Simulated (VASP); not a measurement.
Input of a VASP 6.6.1 run:

The input INCAR:

```
PREC = Accurate
ENCUT = 520
EDIFF = 1E-7
ISMEAR = -1
SIGMA = 0.05
LREAL = F
LASPH = T
NELM = 80
ALGO = Normal
ISIF = 2
LWAVE = F
LCHARG = F
GGA = PE
NBANDS = 12
```

Contents of KPOINTS:

```
Automatic mesh
0
Gamma
  22 22 22
```

Contents of POSCAR:

```
Ti
1.0
   -1.2119317067      1.2119317067      1.2119317067
    1.2119317067     -1.2119317067      1.2119317067
    1.2119317067      1.2119317067     -1.2119317067
Ti
1
Direct
    0.0000000000      0.0000000000      0.0000000000
```

Potentials or basis: VASP PAW PBE potentials, release 64 (Ti_sv).

The run is started by

```console
$ cat potpaw_PBE.64/Ti_sv/POTCAR > POTCAR
$ mpirun -np 1 vasp_std > vasp.out
```

Estimate the band gap on the k mesh.

zero (band 6 reaches 22.31 eV, above the bottom of band 7 at 19.93 eV).

What does it give for the pressure?

363.0 GPa.
